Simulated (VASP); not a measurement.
A run of VASP 6.6.1:

Contents of INCAR:

```
ALGO = Normal
EDIFF = 1E-8
ENCUT = 520
GGA = PS
ISIF = 2
ISMEAR = -1
LASPH = T
LCHARG = F
LEFG = T
LREAL = F
LWAVE = F
NBANDS = 24
NELM = 60
PREC = Accurate
SIGMA = 0.05
```

Contents of KPOINTS:

```
k-points
0
Gamma
  10 10 10
```

File POSCAR:

```
LuPd
1.0
    3.4150000000      0.0000000000      0.0000000000
    0.0000000000      3.4150000000      0.0000000000
    0.0000000000      0.0000000000      3.4150000000
Lu Pd
1 1
Direct
    0.0000000000      0.0000000000      0.0000000000
    0.5000000000      0.5000000000      0.5000000000
```

Potentials or basis: VASP PAW PBE potentials, release 64 (Lu, Pd).

Run with:

```console
$ cat potpaw_PBE.64/Lu/POTCAR potpaw_PBE.64/Pd/POTCAR > POTCAR
$ mpirun -np 1 vasp_std > vasp.out
```

Hardware: 1 thread of Intel Xeon 8259CL (shared host).

**Question.** Estimate the wall time of this run.

**Answer.** It took 82 s on 1 thread of Intel Xeon 8259CL (shared host), peak memory 0.21 GiB. Counts: scf iterations 16, k points 56.
